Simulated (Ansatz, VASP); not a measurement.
## Cd2Ru: VASP beside Ansatz

```xyz
3
Lattice="4.6577 0.0000 0.0000 -2.3288 4.0337 0.0000 0.0000 0.0000 2.7890" Properties=species:S:1:pos:R:3 pbc="T T T"
Cd    0.0000    2.6891    1.3945
Cd    2.3288    1.3446    1.3945
Ru    0.0000    0.0000    0.0000
```

Alike in both runs: functional r2SCAN; k mesh 12 × 12 × 16; occupations gaussian, width 0.1 eV; no spin polarisation.

Ansatz relaxed the structure, and its values are those at the end. VASP's run is a single point on that final structure, the one shown.

|  | VASP | Ansatz |
| --- | --- | --- |
| version | VASP 6.6.1 | Ansatz 0.2.0 |
| potentials or method | VASP PAW PBE potentials, release 64 (Cd, Ru_pv), cutoff 520 eV | scalar-relativistic, plane waves, PAW |
| valence electrons in the cell | 38 | 56 |

```tsv
	VASP	Ansatz	Ansatz less VASP
gap on the k mesh at the Fermi level (eV)	none	none	-
pressure (GPa)	1.2	0.0	-1.16
```

VASP's potentials were made for PBE, not for r2SCAN. A gap of «none» marks a metal or a gap that the smearing closes. VASP's potentials hold 38 valence electrons a cell and Ansatz's 56, so a difference there can come from the potentials and not from the codes.
